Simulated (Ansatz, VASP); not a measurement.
# Ir in VASP and in Ansatz

File INCAR:

```
PREC = Accurate
ENCUT = 520
EDIFF = 1E-7
ISMEAR = 0
SIGMA = 0.15
LREAL = F
LASPH = T
NELM = 80
ALGO = Normal
ISIF = 2
LWAVE = F
LCHARG = T
GGA = PE
LELF = T
LVHAR = T
NBANDS = 10
```

File KPOINTS:

```
regular mesh
0
Gamma
  16 16 16
```

POSCAR

```
Ir
1.0
    0.0000000000      1.9353284929      1.9353284929
    1.9353284929      0.0000000000      1.9353284929
    1.9353284929      1.9353284929      0.0000000000
Ir
1
Direct
    0.0000000000      0.0000000000      0.0000000000
```

Input for Ansatz:

```yaml
crystal:
  lattice:
    - [0.0, 1.9353284929, 1.9353284929]
    - [1.9353284929, 0.0, 1.9353284929]
    - [1.9353284929, 1.9353284929, 0.0]
  atoms:
    - { symbol: Ir, position: [0.0, 0.0, 0.0] }
basis:
  ecutwfc: 420
kpoints:
  mp_grid: { grid: [16, 16, 16] }
hamiltonian:
  xc: pbe
scf:
  occupations: { method: gaussian, width: 0.15 }
output:
  forces: true
  stress: true
  eigenvalues: true
```

Alike in both runs: task single point; functional PBE; k mesh 16 × 16 × 16; occupations gaussian, width 0.15 eV; no spin polarisation.

```csv
,VASP,Ansatz
version,VASP 6.6.1,Ansatz 0.2.0
potentials or method,"VASP PAW PBE potentials, release 64 (Ir), cutoff 520 eV","scalar-relativistic, plane waves, PAW"
valence electrons in the cell,9,17
```

|  | VASP | Ansatz | Ansatz less VASP |
| --- | --- | --- | --- |
| gap on the k mesh at the Fermi level (eV) | none | none | - |
| pressure (GPa) | 0.8 | 0.3 | -0.51 |

A gap of «none» marks a metal or a gap that the smearing closes. VASP's potentials hold 9 valence electrons a cell and Ansatz's 17, so a difference there can come from the potentials and not from the codes.

Spin-orbit coupling is off throughout.
